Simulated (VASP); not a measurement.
# C (R-3m) in VASP: a series of runs

Runs on C. Level: PBEsol. Tasks: single point.

Everything below comes from runs of VASP 6.6.1. Logs are shortened: lines on timing, memory, paths and dates and some standing lists are left out, and cuts for length are marked.

### 1 The cell of the first run

Symmetry: R-3m, No. 166, trigonal system. Conventional cell: a = 2.453 Å, b = 2.453 Å, c = 9.651 Å, α = 90.00°, β = 90.00°, γ = 120.00°. C (site symmetry 3m) has 3 C at 1.42 Å within 1.9 Å.

### 2 Single point, PBEsol

Contents of INCAR:

```
SYSTEM = C
PREC     = Accurate       ! precision mode
ENCUT    = 600            ! plane-wave cutoff, eV
EDIFF    = 1E-6           ! SCF threshold, eV
ISMEAR   = 0              ! smearing method
SIGMA    = 0.01           ! smearing width, eV
LREAL    = .FALSE.        ! projectors in reciprocal space
LASPH    = .TRUE.         ! aspherical terms in the spheres
NELM     = 120            ! most SCF steps
ALGO     = Normal         ! electronic algorithm
ISIF     = 2              ! what is computed and relaxed
LWAVE    = .FALSE.        ! write WAVECAR
LCHARG   = .FALSE.        ! write CHGCAR
GGA      = PS             ! functional
NBANDS   = 11             ! bands
GGA_COMPAT= .FALSE.
```

Contents of KPOINTS:

```
Automatic mesh
0
G
  18 18 18
  0 0 0
```

Contents of POSCAR:

```
C
1.0
    1.2263988879      0.7080617281      3.2169385360
   -1.2263988879      0.7080617281      3.2169385360
    0.0000000000     -1.4161234561      3.2169385360
C
2
Direct
    0.1665761461      0.1665761461      0.1665761461
    0.8334238539      0.8334238539      0.8334238539
```

Potentials or basis: VASP PAW PBE potentials, release 64 (C).

Run with:

```bash
> cat potpaw_PBE.64/C/POTCAR > POTCAR
> mpirun -np 1 vasp_std > vasp.out
```

OUTCAR:

```text
SYSTEM = C
   PREC = Accurate
   ENCUT = 600
   EDIFF = 1E-6
   ISMEAR = 0
   LREAL = .FALSE.
   LASPH = .TRUE.
   NELM = 120
   ISIF = 2
   GGA = PS

 ion  position               nearest neighbor table
   1  0.167  0.167  0.167-   2 1.42   2 1.42   2 1.42
   2  0.833  0.833  0.833-   1 1.42   1 1.42   1 1.42

  LATTYP: Found a trigonal (rhomboedric) cell.
 ALAT       =     3.5148398523
 COS(alpha) =     0.7565092834

  Lattice vectors:

 A1 = (   1.2263988879,   0.7080617281,   3.2169385360)
 A2 = (  -1.2263988879,   0.7080617281,   3.2169385360)
 A3 = (   0.0000000000,  -1.4161234561,   3.2169385360)

Analysis of symmetry for initial positions (statically):
=====================================================================
 Subroutine PRICEL returns:
 Original cell was already a primitive cell.

 Routine SETGRP: Setting up the symmetry group for a
 trigonal (rhombohedral) supercell.

 Subroutine GETGRP returns: Found 12 space group operations
 (whereof 12 operations were pure point group operations)
 out of a pool of 12 trial point group operations.

The static configuration has the point symmetry D_3d.

Analysis of symmetry for dynamics (positions and initial velocities):
=====================================================================
 Subroutine PRICEL returns:
 Original cell was already a primitive cell.

 Routine SETGRP: Setting up the symmetry group for a
 trigonal (rhombohedral) supercell.

 Subroutine GETGRP returns: Found 12 space group operations
 (whereof 12 operations were pure point group operations)
 out of a pool of 12 trial point group operations.

The dynamic configuration has the point symmetry D_3d.

 Subroutine INISYM returns: Found 12 space group operations
 (whereof 12 operations are pure point group operations),
 and found     1 'primitive' translations

----------------------------------------------------------------------------------------

                                     Primitive cell

  volume of cell :      16.7609

  direct lattice vectors                    reciprocal lattice vectors
     1.226398888  0.708061728  3.216938536     0.407697695  0.235384374  0.103618185
    -1.226398888  0.708061728  3.216938536    -0.407697695  0.235384374  0.103618185
     0.000000000 -1.416123456  3.216938536     0.000000000 -0.470768748  0.103618185

  length of vectors
     3.514839852  3.514839852  3.514839852     0.482037283  0.482037283  0.482037283

  position of ions in fractional coordinates (direct lattice)
     0.166576146  0.166576146  0.166576146
     0.833423854  0.833423854  0.833423854

  ion indices of the primitive-cell ions
   primitive index   ion index
                 1           1
                 2           2

----------------------------------------------------------------------------------------

 KPOINTS: Automatic mesh

Automatic generation of k-mesh.
 Grid dimensions read from file:
 generate k-points for:   18   18   18

 Generating k-lattice:

  Cartesian coordinates                     Fractional coordinates (reciprocal lattice)
     0.022649872  0.013076910  0.005756566     0.055555556  0.000000000  0.000000000
    -0.022649872  0.013076910  0.005756566     0.000000000  0.055555556  0.000000000
     0.000000000 -0.026153819  0.005756566     0.000000000  0.000000000  0.055555556

  Length of vectors
     0.026779849  0.026779849  0.026779849

  Shift w.r.t. Gamma in fractional coordinates (k-lattice)
     0.000000000  0.000000000  0.000000000

 Subroutine IBZKPT returns following result:
 ===========================================

 Found    580 irreducible k-points:

 Following reciprocal coordinates:
            Coordinates               Weight
  0.000000  0.000000  0.000000      1.000000
  0.055556  0.000000  0.000000      6.000000
  0.111111  0.000000  0.000000      6.000000
  0.166667 -0.000000  0.000000      6.000000
  0.222222 -0.000000 -0.000000      6.000000
  0.277778 -0.000000  0.000000      6.000000
[... 16 lines left out ...]
 -0.277778  0.055556  0.000000     12.000000
 -0.222222  0.055556  0.000000     12.000000
 [... further k-points ...]
   k-points           NKPTS =    580   k-points in BZ     NKDIM =    580   number of bands    NBANDS=     11
   number of dos      NEDOS =    301   number of ions     NIONS =      2
   total plane-waves  NPLWV =  21952
   dimension x,y,z NGX =    28 NGY =   28 NGZ =   28
   dimension x,y,z NGXF=    56 NGYF=   56 NGZF=   56
   ions per type =               2
   NGX,Y,Z   is equivalent  to a cutoff of  13.24, 13.24, 13.24 a.u.
   NGXF,Y,Z  is equivalent  to a cutoff of  26.49, 26.49, 26.49 a.u.
 SYSTEM =  C
   PREC   = accura    normal or accurate (medium, high low for compatibility)
   ISTART =      0    job   : 0-new  1-cont  2-samecut
   ICHARG =      2    charge: 1-file 2-atom 10-const
   ISPIN  =      1    spin polarized calculation?
   LNONCOLLINEAR =      F non collinear calculations
   LSORBIT =      F    spin-orbit coupling
   LASPH  =      T    aspherical Exc in radial PAW
   ENCUT  =  600.0 eV  44.10 Ry    6.64 a.u.   7.02  7.02  7.02*2*pi/ulx,y,z
   NELM   =    120;   NELMIN=  2; NELMDL= -5     # of ELM steps
   EDIFF  = 0.1E-05   stopping-criterion for ELM
   LREAL  =      F    real-space projection
   EDIFFG = 0.1E-04   stopping-criterion for IOM
   NSW    =      0    number of steps for IOM
   IBRION =     -1    ionic relax: 0-MD 1-quasi-New 2-CG
   NFREE  =      0    steps in history (QN), initial steepest desc. (CG)
   ISIF   =      2    stress and relaxation
   ISYM   =      2    0-nonsym 1-usesym 2-fastsym
   POTIM  = 0.5000    time-step for ionic-motion
   TEBEG  =    0.0;   TEEND  =   0.0 temperature during run
   PSTRESS=    0.0 pullay stress
   NELECT =       8.0000    total number of electrons
   NUPDOWN=      -1.0000    fix difference up-down
   EMIN   =  10.00;   EMAX   =-10.00  energy-range for DOS
   EFERMI =   0.00;   METHOD = LEGACY
   ISMEAR =     0;   SIGMA  =   0.01  broadening in eV -4-tet -1-fermi 0-gaus
   EFERMI_NEDOS =   21; number of points for ismear=-14 and -15
   IALGO  =     38    algorithm
   IMIX   =      4    mixing-type and parameters
     AMIX     =   0.40;   BMIX     =  1.00
     AMIX_MAG =   1.60;   BMIX_MAG =  1.00
  volume/ion in A,a.u.               =       8.38        56.55
  Fermi-wavevector in a.u.,A,eV,Ry     =   1.279399  2.417713 22.270842  1.636861
  Thomas-Fermi vector in A             =   2.411886
   LORBIT       =      0    0 simple, 1 ext, 2 COOP (PROOUT), +10 PAW based schemes
   GGA     = PS    functional components
   LHFCALC =     F    Hartree Fock is set to
   AEXX    =    0.0000 exact exchange contribution
   IVDW    =     0    specifies the selected vdW correction
   LEPSILON=     F    determine dielectric tensor
   LRPA    =     F    only Hartree local field effects (RPA)
 non-spin polarized calculation
 Gauss-broadening in eV      SIGMA  =   0.01
  energy-cutoff  :      600.00
  volume of cell :       16.76
 maximum number of plane-waves:       576
   NGX = 13   NGY = 13   NGZ = 13

 number of electron       8.0000000 magnetization

 Free energy of the ion-electron system (eV)
  ---------------------------------------------------
  ext. energy  EPLUGINS =         0.00000000
  ---------------------------------------------------
  free energy    TOTEN  =       -19.27883123 eV

  energy without entropy =      -19.27883123  energy(sigma->0) =      -19.27883123

 E-fermi :   4.8622     XC(G=0): -10.8711

 val. band max:        4.7255567436   @ k =  -0.2222   0.3889   0.0556
 cond. band min:       5.4799494987   @ k =  -0.3333   0.3333   0.0000
 fundamental gap:      0.7543927551
 Fermi energy:         4.8622150985

 k-point     1 :       0.0000    0.0000    0.0000
  band No.  band energies     occupation
      1     -14.7207      2.00000
      2      -1.3326      2.00000
      3       2.1254      2.00000
      4       2.1254      2.00000
      5       9.4346      0.00000
      6      13.5334      0.00000
      7      13.5334      0.00000
      8      16.5888      0.00000
      9      18.2138      0.00000
     10      27.7582      0.00000
     11      31.8776      0.00000

 k-point     2 :       0.0556    0.0000    0.0000
  band No.  band energies     occupation
      1     -14.6448      2.00000
      2      -1.2590      2.00000
      3       1.8264      2.00000
      4       1.9666      2.00000
      5       9.5424      0.00000
      6      13.5786      0.00000
      7      13.8538      0.00000
      8      16.3200      0.00000
      9      18.3394      0.00000
     10      28.0073      0.00000
     11      30.8148      0.00000

 k-point     3 :       0.1111    0.0000    0.0000
  band No.  band energies     occupation
      1     -14.4174      2.00000
      2      -1.0388      2.00000
      3       1.0033      2.00000
      4       1.5449      2.00000
      5       9.8656      0.00000
      6      13.6431      0.00000
      7      14.7560      0.00000
      8      15.5667      0.00000
      9      18.7360      0.00000
     10      28.5095      0.00000
     11      29.0133      0.00000

 k-point     4 :       0.1667   -0.0000    0.0000
  band No.  band energies     occupation
      1     -14.0401      2.00000
      2      -0.6741      2.00000
      3      -0.1824      2.00000
      4       0.9780      2.00000
      5      10.4006      0.00000
      6      13.6122      0.00000
      7      14.4617      0.00000
      8      16.1099      0.00000
      9      19.3964      0.00000
     10      26.8748      0.00000
     11      28.8513      0.00000
[... 239 lines left out ...]
 k-point    22 :      -0.3333    0.0556    0.0000
  band No.  band energies     occupation
      1     -11.5476      2.00000
      2      -5.2434      2.00000
      3      -1.0856      2.00000
      4       1.8134      2.00000
      5       9.2205      0.00000
      6      13.2802      0.00000
      7      13.7951      0.00000
      8      20.1191      0.00000
      9      22.0477      0.00000
     10      23.8832      0.00000
     11      26.4734      0.00000

 k-point    23 :      -0.2778    0.0556    0.0000
  band No.  band energies     occupation
      1     -12.4194      2.00000
      2      -3.7763      2.00000
      3      -0.6679      2.00000
      4       1.0148      2.00000
      5      10.6500      0.00000
      6      12.4545      0.00000
      7      13.6167      0.00000
      8      19.7537      0.00000
      9      21.5085      0.00000
     10      23.4377      0.00000
     11      27.0345      0.00000

 k-point    24 :      -0.2222    0.0556    0.0000
  band No.  band energies     occupation
      1     -13.1561      2.00000
      2      -2.3029      2.00000
      3      -0.1392      2.00000
      4       0.3015      2.00000
      5      11.4273      0.00000
      6      12.1751      0.00000
      7      13.7707      0.00000
      8      18.2252      0.00000
      9      21.0598      0.00000
     10      23.8753      0.00000
     11      27.9285      0.00000

 [... further k-points ...]

------------------------ aborting loop because EDIFF is reached ----------------------------------------

  FORCE on cell =-STRESS in cart. coord.  units (eV):
  Direction    XX          YY          ZZ          XY          YZ          ZX
  --------------------------------------------------------------------------------------
  -------------------------------------------------------------------------------------
  Total        0.3754929      0.3754929      0.2819910      0.0000000      0.0000000     -0.0000000
  in kB       35.8934672     35.8934672     26.9555940      0.0000000      0.0000000     -0.0000000
  external PRESSURE =      32.9141762 kB  Pullay stress =       0.0000000 kB

 VOLUME and BASIS-vectors are now :
 -----------------------------------------------------------------------------
  energy-cutoff  :      600.00
  volume of cell :       16.76
      direct lattice vectors                 reciprocal lattice vectors
     1.226398888  0.708061728  3.216938536     0.407697695  0.235384374  0.103618185
    -1.226398888  0.708061728  3.216938536    -0.407697695  0.235384374  0.103618185
     0.000000000 -1.416123456  3.216938536     0.000000000 -0.470768748  0.103618185

 POSITION                                       TOTAL-FORCE (eV/Angst)
 -----------------------------------------------------------------------------------
      0.00000      0.00000      1.60760         0.000000     -0.000000     -0.000200
      0.00000      0.00000      8.04322         0.000000      0.000000      0.000200
 -----------------------------------------------------------------------------------
    total drift:                               -0.000000     -0.000000      0.000000

  FREE ENERGIE OF THE ION-ELECTRON SYSTEM (eV)
  ---------------------------------------------------
  free  energy   TOTEN  =       -19.2788312326 eV

  energy  without entropy=      -19.2788312326  energy(sigma->0) =      -19.27883123
```

Run time: 3 min. Hardware: 1 thread of Intel Xeon Platinum 8375C at 2.90GHz (Ice Lake), shared host; peak memory 0.23 GiB.

Results:

| Quantity | Value |
| --- | --- |
| Free energy | -19.2788 eV |
| Pressure | 3.3 GPa |

Caveat: the cell stands under pressure; this functional lacks dispersion, which binds the layers, so the pressure and a relaxed spacing across them are unreliable; the PAW data sets were made with another functional, which shifts forces and pressure a little.

[end of part 1 of 2]
